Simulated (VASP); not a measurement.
Al3Cu, 4 atoms in the cell. The structure is tetragonal, space group P4/mmm (No. 123). The conventional cell has a = 2.793 Å, b = 2.793 Å, c = 7.451 Å, α = 90.00°, β = 90.00°, γ = 90.00°. Al (site symmetry 4/mmm) has 16 Al at 2.79 to 3.95 Å and 2 Cu at 3.73 Å within 4.0 Å. Within 3.4 Å of Al (site symmetry 4mm) lie 4 Cu at 2.57 Å and 9 Al at 2.79 to 3.30 Å. Cu (site symmetry 4/mmm) has 8 Al at 2.57 Å and 4 Cu at 2.79 Å within 3.4 Å.  This cell differs from its parent crystal: uniaxial strain along c: -2.0 %, then relaxed in part.

| Item | Value |
| --- | --- |
| Program | VASP 6.6.1 |
| Task | single point |
| Functional | PBEsol |
| Potentials or basis | VASP PAW PBE potentials, release 64 (Al, Cu) |
| Cutoff | 520 eV |
| k mesh | 18 × 18 × 8 |
| Occupations | gaussian, width 0.1 eV |
| Spin | no spin polarisation |
| Dipole correction | no |
| Further INCAR settings | ALGO = Fast; EDIFF = 1e-06; NBANDS = 18 |

Potentials or basis: VASP PAW PBE potentials, release 64 (Al, Cu).

Run with:

```sh
$ cat potpaw_PBE.64/Al/POTCAR potpaw_PBE.64/Cu/POTCAR > POTCAR
$ mpirun -np 1 vasp_std > vasp.out
```

Hardware: 1 thread of Oxide Virtual Turin-like Processor (shared host).

Task: How long does it take, and how much memory?

Result: Wall time 11 min on 1 thread of Oxide Virtual Turin-like Processor, on a shared host, peak memory 0.34 GiB. Counts: scf iterations 18, k points 275.
